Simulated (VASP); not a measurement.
A run of VASP 6.6.1:

The input INCAR:

```
ALGO = Fast ; EDIFF = 1E-6
ENCUT = 520 ; GGA = PE
ISIF = 2 ; ISMEAR = 0
LASPH = True ; LCHARG = False
LREAL = False ; LWAVE = False
NBANDS = 30 ; NELM = 60
PREC = Accurate ; SIGMA = 0.1
```

File KPOINTS:

```
k-points
0
Gamma
  12 12 12
```

File POSCAR:

```
In3As
1.0
   -2.9875431153      2.9875431153      2.9875431153
    2.9875431153     -2.9875431153      2.9875431153
    2.9875431153      2.9875431153     -2.9875431153
In As
3 1
Direct
    0.0000000000      0.5000000000      0.5000000000
    0.5000000000      0.0000000000      0.5000000000
    0.5000000000      0.5000000000      0.0000000000
    0.0000000000      0.0000000000      0.0000000000
```

Potentials or basis: VASP PAW PBE potentials, release 64 (In_d, As).

Launch:

```bash
$ cat potpaw_PBE.64/In_d/POTCAR potpaw_PBE.64/As/POTCAR > POTCAR
$ mpirun -np 1 vasp_std > vasp.out
```

Hardware: 1 thread of Intel Xeon 6975P-C (shared host).

Question: How long does it take, and how much memory?

Answer: It took 3.5 min on 1 thread of Intel Xeon 6975P-C, with other jobs on the host, peak memory 0.37 GiB. Counts: scf iterations 15, k points 72.
